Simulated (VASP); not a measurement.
# Rh (P6_3/mmc) in VASP: notebook, part 3 of 3

VASP 6.6.1. Earlier steps stand in the parts before.

**5. Relaxation of cell and atoms, r2SCAN, target pressure 60 GPa, at which the enthalpy is minimised**

Input file POSCAR:

```
Rh
1.0
    2.6800000000      0.0000000000      0.0000000000
   -1.3400000000      2.3209480821      0.0000000000
    0.0000000000      0.0000000000      4.3764400000
Rh
2
Direct
    0.3333333333      0.6666666667      0.2500000000
    0.6666666667      0.3333333333      0.7500000000
```

Input file INCAR.step1:

```
PREC = Accurate ; ENCUT = 600
ISMEAR = 0 ; SIGMA = 0.1
LREAL = False ; LASPH = True
NELM = 100 ; GGA = PE
ALGO = Normal ; EDIFF = 1E-4
LWAVE = True ; LCHARG = False
```

Input file INCAR.step2:

```
PREC = Accurate ; ENCUT = 600
EDIFF = 1E-6 ; ISMEAR = 0
SIGMA = 0.1 ; LREAL = False
LASPH = True ; NELM = 100
ALGO = Normal ; ISIF = 3
LWAVE = False ; LCHARG = False
METAGGA = R2SCAN ; LMIXTAU = True
IBRION = 2 ; NSW = 80
EDIFFG = -0.02 ; PSTRESS = 600.0
ISTART = 1
```

Input file KPOINTS:

```
regular mesh
0
Gamma
  10 10 5
```

Potentials or basis: VASP PAW PBE potentials, release 64 (Rh_pv).

Launch:

```
$ cat potpaw_PBE.64/Rh_pv/POTCAR > POTCAR
$ cp INCAR.step1 INCAR
$ mpirun -np 1 vasp_std > vasp.out
$ cp INCAR.step2 INCAR
$ mpirun -np 1 vasp_std > vasp.out
```

OUTCAR:

```text
PREC = Accurate
   ENCUT = 600
   EDIFF = 1E-6
   ISMEAR = 0
   LREAL = False
   LASPH = True
   NELM = 100
   ISIF = 3
   METAGGA = R2SCAN
   IBRION = 2
   NSW = 80
   EDIFFG = -0.02
   PSTRESS = 600.0
   ISTART = 1

 ion  position               nearest neighbor table
   1  0.333  0.667  0.250-   2 2.68   2 2.68   2 2.68   2 2.68   2 2.68   2 2.68
   2  0.667  0.333  0.750-   1 2.68   1 2.68   1 2.68   1 2.68   1 2.68   1 2.68

  LATTYP: Found a hexagonal cell.
 ALAT       =     2.6800000000
 C/A-ratio  =     1.6330000000

  Lattice vectors:

 A1 = (   2.6800000000,   0.0000000000,   0.0000000000)
 A2 = (  -1.3400000000,   2.3209480821,   0.0000000000)
 A3 = (   0.0000000000,   0.0000000000,   4.3764400000)

Analysis of symmetry for initial positions (statically):
=====================================================================
 Subroutine PRICEL returns:
 Original cell was already a primitive cell.

 Routine SETGRP: Setting up the symmetry group for a
 hexagonal supercell.

 Subroutine GETGRP returns: Found 24 space group operations
 (whereof 12 operations were pure point group operations)
 out of a pool of 24 trial point group operations.

The static configuration has the point symmetry D_3d.
 The point group associated with its full space group is D_6h.

Analysis of symmetry for dynamics (positions and initial velocities):
=====================================================================
 Subroutine PRICEL returns:
 Original cell was already a primitive cell.

 Routine SETGRP: Setting up the symmetry group for a
 hexagonal supercell.

 Subroutine GETGRP returns: Found 24 space group operations
 (whereof 12 operations were pure point group operations)
 out of a pool of 24 trial point group operations.

[... 135 lines left out ...]
  energy-cutoff  :      600.00
  volume of cell :       27.22
 maximum number of plane-waves:       923
 NGX is ok and might be reduce to    24
   NGX = 11   NGY = 11   NGZ = 17

--------------------------------------- Ionic step        1  -------------------------------------------

 number of electron      30.0000005 magnetization

 Free energy of the ion-electron system (eV)
  ---------------------------------------------------
  ext. energy  EPLUGINS =         0.00000000
  ---------------------------------------------------
  free energy    TOTEN  =       -48.17464244 eV

  energy without entropy =      -48.16202963  energy(sigma->0) =      -48.16833604

------------------------ aborting loop because EDIFF is reached ----------------------------------------

  FORCE on cell =-STRESS in cart. coord.  units (eV):
  Direction    XX          YY          ZZ          XY          YZ          ZX
  --------------------------------------------------------------------------------------
  -------------------------------------------------------------------------------------
  Total        0.8366652      0.8366652      0.6049132      0.0000000     -0.0000000      0.0000000
  in kB       49.2426152     49.2426152     35.6026628      0.0000000     -0.0000000      0.0000000
  external PRESSURE =    -555.3040356 kB  Pullay stress =     600.0000000 kB
[... 97 lines left out ...]
  energy  without entropy=      -47.8271402506  energy(sigma->0) =      -47.83212796

  enthalpy is  TOTEN    =       -38.5855397171 eV   P V=        9.2515759509

[... ionic steps 4 to 8 ...]

--------------------------------------- Ionic step        9  -------------------------------------------

 number of electron      29.9999999 magnetization

------------------------ aborting loop because EDIFF is reached ----------------------------------------
[... 71 lines left out ...]
--------------------------------------- Ionic step       11  -------------------------------------------

 number of electron      29.9999999 magnetization

 Free energy of the ion-electron system (eV)
  ---------------------------------------------------
  ext. energy  EPLUGINS =         0.00000000
  ---------------------------------------------------
  free energy    TOTEN  =       -47.57234993 eV

  energy without entropy =      -47.56295036  energy(sigma->0) =      -47.56765014

 E-fermi :  14.6751     XC(G=0): -16.2873

 val. band max:       14.6466605612   @ k =   0.3000   0.1000   0.4000
 cond. band min:      14.7185301236   @ k =   0.5000   0.0000   0.2000
 fundamental gap:      0.0718695624
 Fermi energy:        14.6751074444

 k-point     1 :       0.0000    0.0000    0.0000
  band No.  band energies     occupation
      1     -34.7555      2.00000
      2     -33.6559      2.00000
      3     -33.6559      2.00000
      4     -33.4831      2.00000
      5     -33.4831      2.00000
      6     -33.4790      2.00000
[... 505 lines left out ...]
      6     -33.7026      2.00000
[... 11 lines left out ...]
     18      21.4289      0.00000
     19      26.1017      0.00000

 [... further k-points ...]

------------------------ aborting loop because EDIFF is reached ----------------------------------------

  FORCE on cell =-STRESS in cart. coord.  units (eV):
  Direction    XX          YY          ZZ          XY          YZ          ZX
  --------------------------------------------------------------------------------------
  -------------------------------------------------------------------------------------
  Total        8.9107915      8.9107915      8.9294845     -0.0000000     -0.0000000      0.0000000
  in kB      598.1909048    598.1909048    599.4457854     -0.0000000     -0.0000000      0.0000000
  external PRESSURE =      -1.3908017 kB  Pullay stress =     600.0000000 kB
[... 21 lines left out ...]
  energy  without entropy=      -47.5629503552  energy(sigma->0) =      -47.56765014

  enthalpy is  TOTEN    =       -38.6346096910 eV   P V=        8.9377402416

 reached required accuracy - stopping structural energy minimisation
```

Wall time 4.6 min (1 thread of Intel Xeon 6975P-C (Granite Rapids), shared host); peak memory 0.19 GiB.

What came out:

| Property | Result |
| --- | --- |
| Free energy | -47.5723 eV |
| Relaxed volume | 11.93 Å³/atom |
| Relaxed cell | a = 2.567 Å, b = 2.567 Å, c = 4.182 Å, α = 90.00°, β = 90.00°, γ = 120.00° |
| Space group after relaxing (to 0.1 Å) | P6_3/mmc (No. 194) |
| Energy change on relaxing (the run minimises the enthalpy) | +301.1 meV/atom |
| Ionic steps | 11 |
| Pressure after relaxing | 59.9 GPa |
| Band gap on the k mesh | zero (bands 15 and 16 overlap by 2.95 eV) |

Step by step:
| step | energy change (eV) | largest force (eV/Å) | pressure (GPa) | volume (Å³) |
| --- | --- | --- | --- | --- |
| 1 | 0.0000 | 0.0000 | 4.47 | 27.22 |
| 2 | 33.2897 | 0.0000 | 1485.31 | 12.54 |
| 3 | 0.3375 | 0.0000 | 41.98 | 24.70 |
| 4 | 0.4406 | 0.0000 | 49.32 | 24.34 |
| 5 | 0.6098 | 0.0000 | 60.33 | 23.85 |
| 6 | 0.5858 | 0.0000 | 58.78 | 23.91 |
| 7 | 0.5875 | 0.0000 | 58.94 | 23.91 |
| 8 | 0.5872 | 0.0000 | 58.90 | 23.91 |
| 9 | 0.5928 | 0.0000 | 59.42 | 23.89 |
| 10 | 0.5959 | 0.0000 | 59.42 | 23.88 |
| 11 | 0.6023 | 0.0000 | 59.86 | 23.87 |

Final structure:
```xyz
2
Lattice="2.5671 0.0000 0.0000 -1.2835 2.2232 0.0000 0.0000 0.0000 4.1820" Properties=species:S:1:pos:R:3 pbc="T T T"
Rh    0.0000    1.4821    1.0455
Rh    1.2835    0.7411    3.1365
```

Caveat: the cell is relaxed towards a set pressure, so the run minimises the enthalpy, not the energy; the PAW data sets were made with another functional, which shifts forces and pressure a little.

**6. The runs side by side**

```csv
cell,gap on the mesh (eV),pressure (GPa)
relaxed,none,0.0
relaxed to 20 GPa,none,20.1
relaxed to 40 GPa,none,39.8
relaxed to 60 GPa,none,59.9
```

Alike in all rows: task relaxation of cell and atoms; level r2SCAN; potentials or basis VASP PAW PBE potentials, release 64 (Rh_pv); no spin polarisation; k mesh 10 × 10 × 5; cutoff (eV) 600; smearing gaussian 0.1 eV.

Caveats: the PAW data sets were made with another functional, which shifts forces and pressure a little; the cell is relaxed towards a set pressure, so the run minimises the enthalpy, not the energy (at least some runs).

Total energies depend on the potentials used, so only differences within one code and one set of settings carry meaning.
